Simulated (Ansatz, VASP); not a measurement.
Two plane-wave programs on Mg2Sn

```
CELL_PARAMETERS angstrom
0.00000 3.37994 3.37994
3.37994 0.00000 3.37994
3.37994 3.37994 0.00000
ATOMIC_POSITIONS crystal
Sn 0.00000 0.00000 0.00000
Mg 0.25000 0.25000 0.25000
Mg 0.75000 0.75000 0.75000
```

Alike in both runs: task single point; functional r2SCAN; k mesh 6 × 6 × 6; occupations fermi-dirac, width 0.02 eV; no spin polarisation.

|  | VASP | Ansatz |
| --- | --- | --- |
| version | VASP 6.6.1 | Ansatz 0.2.0 |
| potentials or method | VASP PAW PBE potentials, release 64 (Sn_d, Mg) | plane waves, PAW |
| plane-wave cutoff (eV) | 660 | 500 |
| valence electrons in the cell | 18 | 34 |

```csv
,VASP,Ansatz,Ansatz less VASP
pressure (GPa),-0.2,0.0,+0.19
```

VASP's potentials were made for PBE, not for r2SCAN. VASP's potentials hold 18 valence electrons a cell and Ansatz's 34, so a difference there can come from the potentials and not from the codes.
